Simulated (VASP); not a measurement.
Input of a VASP 6.6.1 run:

The input INCAR:

```
PREC     = Accurate       # precision mode
ENCUT    = 520            # plane-wave cutoff, eV
EDIFF    = 1E-6           # SCF threshold, eV
ISMEAR   = 0              # smearing method
SIGMA    = 0.05           # smearing width, eV
LREAL    = Auto         
LASPH    = True           # aspherical terms in the spheres
NELM     = 80             # most SCF steps
ALGO     = Normal         # electronic algorithm
ISIF     = 2              # what is computed and relaxed
LWAVE    = False          # write WAVECAR
LCHARG   = False          # write CHGCAR
GGA      = PE             # functional
IBRION   = 2              # ionic algorithm
NSW      = 80             # ionic steps
EDIFFG   = -0.03          # ionic threshold
```

The input KPOINTS:

```
regular mesh
0
Gamma
  2 2 2
```

POSCAR

```
Si
1.0
    0.0000000000      5.4300000000      5.4300000000
    5.4300000000      0.0000000000      5.4300000000
    5.4300000000      5.4300000000      0.0000000000
Si
17
Direct
    0.0000000000      0.0000000000      0.0000000000
    0.1250000000      0.1250000000      0.1250000000
    0.0000000000      0.0000000000      0.5000000000
    0.1250000000      0.1250000000      0.6250000000
    0.0000000000      0.5000000000      0.0000000000
    0.1250000000      0.6250000000      0.1250000000
    0.0000000000      0.5000000000      0.5000000000
    0.1250000000      0.6250000000      0.6250000000
    0.5000000000      0.0000000000      0.0000000000
    0.6250000000      0.1250000000      0.1250000000
    0.5000000000      0.0000000000      0.5000000000
    0.6250000000      0.1250000000      0.6250000000
    0.5000000000      0.5000000000      0.0000000000
    0.6250000000      0.6250000000      0.1250000000
    0.5000000000      0.5000000000      0.5000000000
    0.6250000000      0.6250000000      0.6250000000
    0.2496430000      0.2412371000      0.2587220000
```

Potentials or basis: VASP PAW PBE potentials, release 64 (Si).

Command:

```console
$ cat potpaw_PBE.64/Si/POTCAR > POTCAR
$ mpirun -np 1 vasp_std > vasp.out
```

Q: Predict the energy gained by relaxing.

A: 8.2 meV/atom.

Q: Estimate the band gap on the k mesh.

A: Zero (bands 34 and 35 overlap by 0.25 eV).

Final structure:
```
Si
1.0
     0.00000    5.43000    5.43000
     5.43000    0.00000    5.43000
     5.43000    5.43000    0.00000
Si
17
Direct
  0.99995 0.99781 0.00212
  0.12285 0.12296 0.12280
  0.99686 0.99680 0.50332
  0.12215 0.12227 0.63342
  0.99699 0.50284 0.99708
  0.12359 0.62924 0.12357
  0.99694 0.50280 0.50331
  0.12638 0.62436 0.62470
  0.50306 0.99684 0.99700
  0.63123 0.12301 0.12286
  0.50299 0.99681 0.50332
  0.62442 0.12656 0.62458
  0.50307 0.50285 0.99708
  0.62466 0.62448 0.12620
  0.49999 0.50010 0.49992
  0.62456 0.62437 0.62471
  0.24995 0.24714 0.25273
```

Caveat: the k points lie up to 0.50 Å⁻¹ apart.
